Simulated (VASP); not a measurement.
Here is a VASP 6.6.1 calculation.

File INCAR:

```
SYSTEM = SnGeO2
  PREC = Accurate
  ENCUT = 520
  EDIFF = 1E-6
  ISMEAR = 0
  SIGMA = 0.1
  LREAL = .False.
  LASPH = .True.
  NELM = 80
  ALGO = Normal
  ISIF = 2
  LWAVE = .False.
  LCHARG = .False.
  GGA = PE
  NBANDS = 28
```

The input KPOINTS:

```
Automatic mesh
0
Gamma
  6 6 4
  0 0 0
```

File POSCAR:

```
SnGeO2
1.0
    4.3231514300      0.0000000000      0.0000000000
   -2.1615757100      3.7439589600      0.0000000000
    0.0000000000      0.0000000000      4.7601559300
Sn Ge O
1 1 2
Direct
    0.0000000000      0.0000000000      0.0000000000
    0.0000000000      0.0000000000      0.5000000000
    0.3333333300      0.6666666700      0.0000000000
    0.6666666700      0.3333333300      0.0000000000
```

Potentials or basis: VASP PAW PBE potentials, release 64 (Sn_d, Ge_d, O).

The run is started by

```sh
$ cat potpaw_PBE.64/Sn_d/POTCAR potpaw_PBE.64/Ge_d/POTCAR potpaw_PBE.64/O/POTCAR > POTCAR
$ mpirun -np 1 vasp_std > vasp.out
```

Q: Estimate the pressure.

A: -1.3 GPa.

Q: Predict the band gap on the k mesh.

A: Zero (band 20 reaches 3.60 eV, above the bottom of band 21 at 2.98 eV).

Stress tensor (GPa, compression positive):
```
-14.00   0.00   0.00
  0.00 -14.00   0.00
  0.00   0.00  24.15
```

Caveat: spin-orbit coupling is left out, which moves the levels of the heavy elements.
